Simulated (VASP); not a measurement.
Write the native input for VASP 6.6.1 that does the following.

```
Task                   : single point
Functional             : LDA
Potentials or basis    : VASP PAW LDA potentials, release 64 (Hf_pv, Ti_sv, W_sv)
Cutoff                 : 520 eV
k mesh                 : 5 × 5 × 5
Occupations            : methfessel-paxton, width 0.1 eV
Spin                   : no spin polarisation
Dipole correction      : no
Further INCAR settings : ALGO = Normal; EDIFF = 1e-06; NBANDS = 48
```

The structure of HfTiW4 lies in POSCAR:

```
HfTiW4
1.0
    0.0000000000      3.7933709228      3.7933709228
    3.7933709228      0.0000000000      3.7933709228
    3.7933709228      3.7933709228      0.0000000000
Hf Ti W
1 1 4
Direct
    0.7500000000      0.7500000000      0.7500000000
    0.0000000000      0.0000000000      0.0000000000
    0.3749600000      0.3749600000      0.3749600000
    0.8751100000      0.3749600000      0.3749600000
    0.3749600000      0.3749600000      0.8751100000
    0.3749600000      0.8751100000      0.3749600000
```

The input as run:

INCAR

```
PREC     = Accurate       # precision mode
ENCUT    = 520            # plane-wave cutoff, eV
EDIFF    = 1E-6           # SCF threshold, eV
ISMEAR   = 1              # smearing method
SIGMA    = 0.1            # smearing width, eV
LREAL    = F              # projectors in reciprocal space
LASPH    = T              # aspherical terms in the spheres
NELM     = 80             # most SCF steps
ALGO     = Normal         # electronic algorithm
ISIF     = 2              # what is computed and relaxed
LWAVE    = F              # write WAVECAR
LCHARG   = F              # write CHGCAR
GGA      = CA             # functional
NBANDS   = 48             # bands
```

KPOINTS

```
Automatic mesh
0
Gamma
  5 5 5
```

Potentials or basis: VASP PAW LDA potentials, release 64 (Hf_pv, Ti_sv, W_sv).

Launch:

```console
$ cat potpaw_LDA.64/Hf_pv/POTCAR potpaw_LDA.64/Ti_sv/POTCAR potpaw_LDA.64/W_sv/POTCAR > POTCAR
$ mpirun -np 1 vasp_std > vasp.out
```

Results of the run:

The pressure is -13.1 GPa and the band gap on the k mesh is zero (band 39 reaches 9.18 eV, above the bottom of band 40 at 7.97 eV).

Caveat: spin-orbit coupling is left out, which moves the levels of the heavy elements.

Run time: 3.8 min on 1 thread of Oxide Virtual Turin-like Processor, with other jobs on the host, peak memory 0.22 GiB.
